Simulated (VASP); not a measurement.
# MgAl6N8 (a cell with a defect) in VASP: a series of runs

Runs on MgAl6N8 (a cell with a defect). Level: PBE. Tasks: single point.

Program: VASP 6.6.1. These are calculated values, not measurements. Logs are shortened: lines on timing, memory, paths and dates and some standing lists are left out, and cuts for length are marked.

### Step 1. The cell of the first run

The cell holds a defect, 15 atoms: a = 6.220 Å, b = 5.387 Å, c = 4.980 Å, α = 90.00°, β = 90.00°, γ = 90.00°.

### Step 2. Single point, PBE

INCAR

```
PREC     = Accurate       # precision mode
ENCUT    = 750            # plane-wave cutoff, eV
EDIFF    = 1E-6           # SCF threshold, eV
ISMEAR   = -1             # smearing method
SIGMA    = 0.05           # smearing width, eV
LREAL    = Auto         
LASPH    = True           # aspherical terms in the spheres
NELM     = 120            # most SCF steps
ALGO     = Normal         # electronic algorithm
ISIF     = 2              # what is computed and relaxed
LWAVE    = False          # write WAVECAR
LCHARG   = False          # write CHGCAR
GGA      = PE             # functional
NBANDS   = 47             # bands
GGA_COMPAT= False
```

KPOINTS

```
regular mesh
0
Gamma
  2 2 2
```

POSCAR

```
MgAl6N8
1.0
   -3.1100000000     -5.3866780000      0.0000000000
    4.6650000000     -2.6933390000      0.0000000000
    0.0000000000      0.0000000000      4.9800000000
Al N Mg
6 8 1
Direct
    0.4878885327      0.6803932126     -0.0032130522
    0.2436010298      0.1253899684      0.0388698795
    0.2484771886      0.8343384901      0.4992803213
    0.0035505061      0.6739807232      0.0008670683
    0.0113941015      0.3391729166      0.4981919679
    0.7541404427      0.8226989875      0.4967542169
    0.4975951397      0.6975168027      0.3602550201
    0.3554426455      0.3892680874      0.8635522088
    0.2420620478      0.1565884177      0.3870851406
    0.2426455937      0.8440063872      0.8691744980
    0.0061303959      0.6636014001      0.3686975904
    0.1274979806      0.3849821478      0.8558520080
    0.7736430111      0.1570820503      0.4776921687
    0.7473635547      0.7208072144      0.8480164659
    0.5085681546      0.3435067440      0.4949244980
```

Potentials or basis: VASP PAW PBE potentials, release 64 (Al, N, Mg_sv).

Started as:

```sh
> cat potpaw_PBE.64/Al/POTCAR potpaw_PBE.64/N/POTCAR potpaw_PBE.64/Mg_sv/POTCAR > POTCAR
> mpirun -np 1 vasp_std > vasp.out
```

OUTCAR:

```text
PREC = Accurate
   ENCUT = 750
   EDIFF = 1E-6
   ISMEAR = -1
   LREAL = Auto
   LASPH = True
   NELM = 120
   ISIF = 2
   GGA = PE

 ion  position               nearest neighbor table
   1  0.488  0.680  0.997-  14 1.79   7 1.81  10 1.87   8 1.89   2 2.85   3 3.01   4 3.01   3 3.03
                             6 3.09   6 3.09   4 3.21   2 3.36
   2  0.244  0.125  0.039-  10 1.74   9 1.74   8 1.81  12 1.82   3 2.78   1 2.85   4 2.86   5 2.94
                             3 3.11   5 3.27   4 3.32   1 3.36
   3  0.248  0.834  0.499-   9 1.82  10 1.84   7 1.85  11 1.88   2 2.78   1 3.01   1 3.03   4 3.04
                             5 3.05   4 3.05   6 3.08   5 3.09   2 3.11   6 3.15
   4  0.004  0.674  0.001-  14 1.78  11 1.83  10 1.87  12 1.88   2 2.86   1 3.01   6 3.02   3 3.04
                             3 3.05   6 3.06   5 3.06   5 3.09   1 3.21   2 3.32
   5  0.011  0.339  0.498-  13 1.78   9 1.83  11 1.86  12 1.94   2 2.94   3 3.05   6 3.06   4 3.06
                             4 3.09   3 3.09   6 3.21   2 3.27
   6  0.754  0.823  0.497-  13 1.81  14 1.83   7 1.86  11 1.90   4 3.02   5 3.06   4 3.06   3 3.08
                             1 3.09   1 3.09   3 3.15   5 3.21
   7  0.498  0.698  0.360-   1 1.81   3 1.85   6 1.86  15 2.02
   8  0.355  0.389  0.864-  12 1.42   2 1.81   1 1.89
   9  0.242  0.157  0.387-   2 1.74   3 1.82   5 1.83  15 2.01
  10  0.243  0.844  0.869-   2 1.74   3 1.84   4 1.87   1 1.87
  11  0.006  0.664  0.369-   4 1.83   5 1.86   3 1.88   6 1.90
  12  0.127  0.385  0.856-   8 1.42   2 1.82   4 1.88   5 1.94
  13  0.774  0.157  0.478-   5 1.78   6 1.81  15 1.93
  14  0.747  0.721  0.848-   4 1.78   1 1.79   6 1.83
  15  0.509  0.344  0.495-  13 1.93   9 2.01   7 2.02

  LATTYP: Found a simple orthorhombic cell.
 ALAT       =     4.9800000000
 B/A-ratio  =     1.0816622507
 C/A-ratio  =     1.2489959819

  Lattice vectors:

 A1 = (   0.0000000000,   0.0000000000,  -4.9800000000)
 A2 = (   4.6650000000,  -2.6933390000,   0.0000000000)
 A3 = (  -3.1100000000,  -5.3866780000,   0.0000000000)

Analysis of symmetry for initial positions (statically):
=====================================================================
 Subroutine PRICEL returns:
 Original cell was already a primitive cell.

 Routine SETGRP: Setting up the symmetry group for a
 simple orthorhombic supercell.

 Subroutine GETGRP returns: Found  1 space group operations
 (whereof  1 operations were pure point group operations)
 out of a pool of  8 trial point group operations.

The static configuration has the point symmetry C_1 .

Analysis of symmetry for dynamics (positions and initial velocities):
=====================================================================
 Subroutine PRICEL returns:
 Original cell was already a primitive cell.

 Routine SETGRP: Setting up the symmetry group for a
 simple orthorhombic supercell.

 Subroutine GETGRP returns: Found  1 space group operations
 (whereof  1 operations were pure point group operations)
 out of a pool of  8 trial point group operations.

The dynamic configuration has the point symmetry C_1 .

 Subroutine INISYM returns: Found  1 space group operations
 (whereof  1 operations are pure point group operations),
 and found     1 'primitive' translations

----------------------------------------------------------------------------------------

                                     Primitive cell

  volume of cell :     166.8556

  direct lattice vectors                    reciprocal lattice vectors
    -3.110000000 -5.386678000  0.000000000    -0.080385852 -0.139232380  0.000000000
     4.665000000 -2.693339000  0.000000000     0.160771704 -0.092821587  0.000000000
     0.000000000  0.000000000  4.980000000     0.000000000  0.000000000  0.200803213

  length of vectors
     6.219999990  5.386678009  4.980000000     0.160771704  0.185643173  0.200803213

  position of ions in fractional coordinates (direct lattice)
     0.487888533  0.680393213  0.996786948
     0.243601030  0.125389968  0.038869879
     0.248477189  0.834338490  0.499280321
     0.003550506  0.673980723  0.000867068
     0.011394102  0.339172917  0.498191968
     0.754140443  0.822698987  0.496754217
[... 40 lines left out ...]
     0.080385852 -0.046410793  0.000000000    -0.000000000  0.500000000  0.000000000
     0.000000000  0.000000000  0.100401606     0.000000000  0.000000000  0.500000000

  Length of vectors
     0.080385852  0.092821587  0.100401606

  Shift w.r.t. Gamma in fractional coordinates (k-lattice)
     0.000000000  0.000000000  0.000000000

 Subroutine IBZKPT returns following result:
 ===========================================

 Found      8 irreducible k-points:

 Following reciprocal coordinates:
            Coordinates               Weight
  0.000000  0.000000  0.000000      1.000000
  0.500000  0.000000  0.000000      1.000000
 -0.000000  0.500000  0.000000      1.000000
  0.500000  0.500000  0.000000      1.000000
  0.000000  0.000000  0.500000      1.000000
  0.500000  0.000000  0.500000      1.000000
 -0.000000  0.500000  0.500000      1.000000
  0.500000  0.500000  0.500000      1.000000
   k-points           NKPTS =      8   k-points in BZ     NKDIM =      8   number of bands    NBANDS=     47
   number of dos      NEDOS =    301   number of ions     NIONS =     15
   total plane-waves  NPLWV = 129024
   dimension x,y,z NGX =    56 NGY =   48 NGZ =   48
   dimension x,y,z NGXF=   112 NGYF=   96 NGZF=   96
   ions per type =               6   8   1
   NGX,Y,Z   is equivalent  to a cutoff of  14.97, 14.81, 16.02 a.u.
   NGXF,Y,Z  is equivalent  to a cutoff of  29.93, 29.63, 32.05 a.u.
 SYSTEM =  unknown system
   PREC   = accura    normal or accurate (medium, high low for compatibility)
   ISTART =      0    job   : 0-new  1-cont  2-samecut
   ICHARG =      2    charge: 1-file 2-atom 10-const
   ISPIN  =      1    spin polarized calculation?
   LNONCOLLINEAR =      F non collinear calculations
   LSORBIT =      F    spin-orbit coupling
   LASPH  =      T    aspherical Exc in radial PAW
   ENCUT  =  750.0 eV  55.12 Ry    7.42 a.u.  13.89 12.03 11.12*2*pi/ulx,y,z
   NELM   =    120;   NELMIN=  2; NELMDL= -5     # of ELM steps
   EDIFF  = 0.1E-05   stopping-criterion for ELM
   LREAL  =      T    real-space projection
   EDIFFG = 0.1E-04   stopping-criterion for IOM
   NSW    =      0    number of steps for IOM
   IBRION =     -1    ionic relax: 0-MD 1-quasi-New 2-CG
   NFREE  =      0    steps in history (QN), initial steepest desc. (CG)
   ISIF   =      2    stress and relaxation
   ISYM   =      2    0-nonsym 1-usesym 2-fastsym
   POTIM  = 0.5000    time-step for ionic-motion
   TEBEG  =    0.0;   TEEND  =   0.0 temperature during run
   PSTRESS=    0.0 pullay stress
   NELECT =      68.0000    total number of electrons
   NUPDOWN=      -1.0000    fix difference up-down
   EMIN   =  10.00;   EMAX   =-10.00  energy-range for DOS
   EFERMI =   0.00;   METHOD = LEGACY
   ISMEAR =    -1;   SIGMA  =   0.05  broadening in eV -4-tet -1-fermi 0-gaus
   EFERMI_NEDOS =   21; number of points for ismear=-14 and -15
   IALGO  =     38    algorithm
   IMIX   =      4    mixing-type and parameters
     AMIX     =   0.40;   BMIX     =  1.00
     AMIX_MAG =   1.60;   BMIX_MAG =  1.00
  volume/ion in A,a.u.               =      11.12        75.07
  Fermi-wavevector in a.u.,A,eV,Ry     =   1.213755  2.293664 20.044106  1.473200
  Thomas-Fermi vector in A             =   2.349196
   LORBIT       =      0    0 simple, 1 ext, 2 COOP (PROOUT), +10 PAW based schemes
   GGA     = PE    functional components
   LHFCALC =     F    Hartree Fock is set to
   AEXX    =    0.0000 exact exchange contribution
   IVDW    =     0    specifies the selected vdW correction
   LEPSILON=     F    determine dielectric tensor
   LRPA    =     F    only Hartree local field effects (RPA)
 non-spin polarized calculation
  energy-cutoff  :      750.00
  volume of cell :      166.86
 maximum number of plane-waves:      7804
 NGX is ok and might be reduce to    56
   NGX = 27   NGY = 25   NGZ = 23

 number of electron      67.9999998 magnetization

 Free energy of the ion-electron system (eV)
  ---------------------------------------------------
  ext. energy  EPLUGINS =         0.00000000
  ---------------------------------------------------
  free energy    TOTEN  =      -101.54765535 eV

  energy without entropy =     -101.51075602  energy(sigma->0) =     -101.52920568

 E-fermi :   4.9013     XC(G=0): -10.3153

 val. band max:        4.8164983891   @ k =   0.5000   0.5000   0.0000
 cond. band min:       4.9942286447   @ k =  -0.0000   0.5000   0.0000
 fundamental gap:      0.1777302556
 Fermi energy:         4.9013287637

 k-point     1 :       0.0000    0.0000    0.0000
  band No.  band energies     occupation
      1     -67.7817      2.00000
      2     -34.6101      2.00000
      3     -34.5411      2.00000
      4     -34.5085      2.00000
      5     -14.0938      2.00000
      6      -9.9940      2.00000
[... 381 lines left out ...]
     45      13.7540      0.00000
     46      14.0542      0.00000
 [bands above 46 left out]

------------------------ aborting loop because EDIFF is reached ----------------------------------------

  FORCE on cell =-STRESS in cart. coord.  units (eV):
  Direction    XX          YY          ZZ          XY          YZ          ZX
  --------------------------------------------------------------------------------------
  -------------------------------------------------------------------------------------
  Total       23.8621699     15.7070776     20.0238693     -5.5054278      1.9433490     -0.9314063
  in kB      229.1288484    150.8221849    192.2727956    -52.8641083     18.6603868     -8.9435313
  external PRESSURE =     190.7412763 kB  Pullay stress =       0.0000000 kB

 VOLUME and BASIS-vectors are now :
 -----------------------------------------------------------------------------
  energy-cutoff  :      750.00
  volume of cell :      166.86
      direct lattice vectors                 reciprocal lattice vectors
    -3.110000000 -5.386678000  0.000000000    -0.080385852 -0.139232380  0.000000000
     4.665000000 -2.693339000  0.000000000     0.160771704 -0.092821587  0.000000000
     0.000000000  0.000000000  4.980000000     0.000000000  0.000000000  0.200803213

 POSITION                                       TOTAL-FORCE (eV/Angst)
 -----------------------------------------------------------------------------------
      1.65670     -4.46063      4.96400        -0.003149      0.014878     -0.003912
     -0.17266     -1.64992      0.19357         0.012209      0.002036     -0.001687
      3.11942     -3.58562      2.48642        -0.001996      0.001293      0.000442
      3.13308     -1.83438      0.00432        -0.019083     -0.006584      0.007017
      1.54681     -0.97488      2.48100         0.006049     -0.023738      0.018781
      1.49251     -6.27812      2.47384         0.001225      0.006236      0.001037
      1.70640     -4.55903      1.79407         0.023071     -0.014736     -0.006781
      0.71051     -2.96309      4.30049        -0.034382     -0.105099      0.013424
     -0.02233     -1.72566      1.92768        -0.002203      0.023829     -0.000623
      3.18266     -3.58025      4.32849        -0.022738     -0.003400     -0.011761
      3.07664     -1.82033      1.83611         0.002153     -0.002997     -0.000630
      1.39942     -1.72368      4.26214         0.055944      0.091384     -0.012888
     -1.67324     -4.59044      2.37891        -0.031411      0.005990     -0.001356
      1.03827     -5.96719      4.22312         0.008820      0.011515     -0.003321
      0.02081     -3.66467      2.46472         0.005491     -0.000606      0.002259
 -----------------------------------------------------------------------------------
    total drift:                                0.006012     -0.001433     -0.012198

  FREE ENERGIE OF THE ION-ELECTRON SYSTEM (eV)
  ---------------------------------------------------
  free  energy   TOTEN  =      -101.5476553481 eV

  energy  without entropy=     -101.5107560206  energy(sigma->0) =     -101.52920568
```

It took 2.5 min on 1 thread of Intel Xeon Platinum 8259CL at 2.50GHz (Skylake/Cascade Lake), shared host; peak memory 0.36 GiB.

What came out:

* Free energy: -101.5477 eV
* Pressure: 19.1 GPa
* Largest force: 0.111 eV/Å
* Band gap on the k mesh: zero (bands 34 and 35 overlap by 0.27 eV)

Forces on the atoms (eV/Å):
```
Al  -0.003  0.015 -0.004
Al   0.012  0.002 -0.002
Al  -0.002  0.001  0.000
Al  -0.019 -0.007  0.007
Al   0.006 -0.024  0.019
Al   0.001  0.006  0.001
N    0.023 -0.015 -0.007
N   -0.034 -0.105  0.013
N   -0.002  0.024 -0.001
N   -0.023 -0.003 -0.012
N    0.002 -0.003 -0.001
N    0.056  0.091 -0.013
N   -0.031  0.006 -0.001
N    0.009  0.012 -0.003
Mg   0.005 -0.001  0.002
```

Stress tensor (GPa, compression positive):
```
22.91 -5.29 -0.89
-5.29 15.08  1.87
-0.89  1.87 19.23
```

Levels at points of the mesh, in eV from the Fermi level:
| k point | band 32 | band 33 | band 34 | band 35 | band 36 | band 37 |
| --- | --- | --- | --- | --- | --- | --- |
| (0.00, 0.00, 0.00) | -0.47 | -0.29 | -0.25 | -0.17 | 4.03 | 5.73 |
| (0.50, 0.00, 0.00) | -0.73 | -0.45 | -0.18 | 0.14 | 4.40 | 5.17 |
| (0.00, 0.50, 0.00) | -0.52 | -0.23 | -0.14 | 0.09 | 4.76 | 5.63 |
| (0.50, 0.50, 0.00) | -0.65 | -0.55 | -0.08 | 0.27 | 5.15 | 5.74 |
| (0.00, 0.00, 0.50) | -0.62 | -0.35 | -0.23 | 0.13 | 5.21 | 5.68 |
| (0.50, 0.00, 0.50) | -0.97 | -0.46 | -0.19 | 0.25 | 5.19 | 5.52 |
| (0.00, 0.50, 0.50) | -0.64 | -0.35 | -0.10 | 0.20 | 5.02 | 5.22 |
| (0.50, 0.50, 0.50) | -0.69 | -0.60 | 0.09 | 0.49 | 5.37 | 5.53 |

Caveat: the k points lie up to 0.63 Å⁻¹ apart.

### Step 3. Single point, PBE

INCAR

```
SYSTEM = MgAl6N8
PREC = Accurate ; ENCUT = 750
EDIFF = 1E-6 ; ISMEAR = -1
SIGMA = 0.05 ; LREAL = Auto
LASPH = .TRUE. ; NELM = 120
ALGO = Normal ; ISIF = 2
LWAVE = .FALSE. ; LCHARG = .TRUE.
GGA = PE ; LELF = .TRUE.
LVHAR = .TRUE. ; NBANDS = 47
GGA_COMPAT = .FALSE.
```

KPOINTS

```
regular mesh
0
G
  2 2 2
  0 0 0
```

POSCAR

```
MgAl6N8
1.0
   -3.1100000000     -5.3866780000      0.0000000000
    4.6650000000     -2.6933390000      0.0000000000
    0.0000000000      0.0000000000      4.9800000000
Al N Mg
6 8 1
Direct
    0.4878885280      0.6803931508     -0.0032130391
    0.2436011088      0.1253899489      0.0388698759
    0.2484771419      0.8343384838      0.4992804212
    0.0035504297      0.6739807327      0.0008671166
    0.0113940562      0.3391728537      0.4981919398
    0.7541404009      0.8226990480      0.4967543034
    0.4975950996      0.6975168240      0.3602550675
    0.3554426051      0.3892680532      0.8635522974
    0.2420620314      0.1565883079      0.3870850580
    0.2426455286      0.8440063413      0.8691744902
    0.0061304037      0.6636014409      0.3686974907
    0.1274979689      0.3849821069      0.8558520810
    0.7736430508      0.1570820336      0.4776920877
    0.7473635223      0.7208072838      0.8480163777
    0.5085681241      0.3435067206      0.4949244321
```

Potentials or basis: VASP PAW PBE potentials, release 64 (Al, N, Mg_sv).

Started as:

```sh
> cat potpaw_PBE.64/Al/POTCAR potpaw_PBE.64/N/POTCAR potpaw_PBE.64/Mg_sv/POTCAR > POTCAR
> mpirun -np 1 vasp_std > vasp.out
```

It took 2 min on 1 thread of AMD EPYC 9R45 (Zen 5), shared host; peak memory 0.33 GiB.

It converged, with:

| Quantity | Value |
| --- | --- |
| Free energy | -101.5477 eV |
| Pressure | 19.1 GPa |
| Largest force | 0.111 eV/Å |
| Band gap on the k mesh | zero (bands 34 and 35 overlap by 0.27 eV) |

Forces on the atoms (eV/Å):
```
Al  -0.003  0.015 -0.004
Al   0.012  0.002 -0.002
Al  -0.002  0.001  0.000
Al  -0.019 -0.007  0.007
Al   0.006 -0.024  0.019
Al   0.001  0.006  0.001
N    0.023 -0.015 -0.007
N   -0.034 -0.105  0.013
N   -0.002  0.024 -0.001
N   -0.023 -0.003 -0.012
N    0.002 -0.003 -0.001
N    0.056  0.091 -0.013
N   -0.031  0.006 -0.001
N    0.009  0.012 -0.003
Mg   0.005 -0.001  0.002
```

Stress tensor (GPa, compression positive):
```
22.91 -5.29 -0.89
-5.29 15.08  1.87
-0.89  1.87 19.23
```

Levels at points of the mesh, in eV from the Fermi level:
| k point | band 31 | band 32 | band 33 | band 34 | band 35 | band 36 | band 37 | band 38 |
| --- | --- | --- | --- | --- | --- | --- | --- | --- |
| (0.00, 0.00, 0.00) | -0.56 | -0.47 | -0.29 | -0.25 | -0.17 | 4.03 | 5.73 | 6.07 |
| (0.50, 0.00, 0.00) | -0.96 | -0.73 | -0.45 | -0.18 | 0.14 | 4.40 | 5.17 | 5.97 |
| (0.00, 0.50, 0.00) | -0.80 | -0.52 | -0.23 | -0.14 | 0.09 | 4.76 | 5.63 | 6.22 |
| (0.50, 0.50, 0.00) | -0.96 | -0.65 | -0.55 | -0.08 | 0.27 | 5.15 | 5.74 | 6.08 |
| (0.00, 0.00, 0.50) | -0.97 | -0.62 | -0.35 | -0.23 | 0.13 | 5.21 | 5.68 | 5.86 |
| (0.50, 0.00, 0.50) | -1.00 | -0.97 | -0.46 | -0.19 | 0.25 | 5.19 | 5.52 | 6.45 |
| (0.00, 0.50, 0.50) | -1.04 | -0.64 | -0.35 | -0.10 | 0.20 | 5.02 | 5.22 | 5.84 |
| (0.50, 0.50, 0.50) | -1.22 | -0.69 | -0.60 | 0.09 | 0.49 | 5.37 | 5.53 | 5.75 |

Caveat: the k points lie up to 0.63 Å⁻¹ apart.
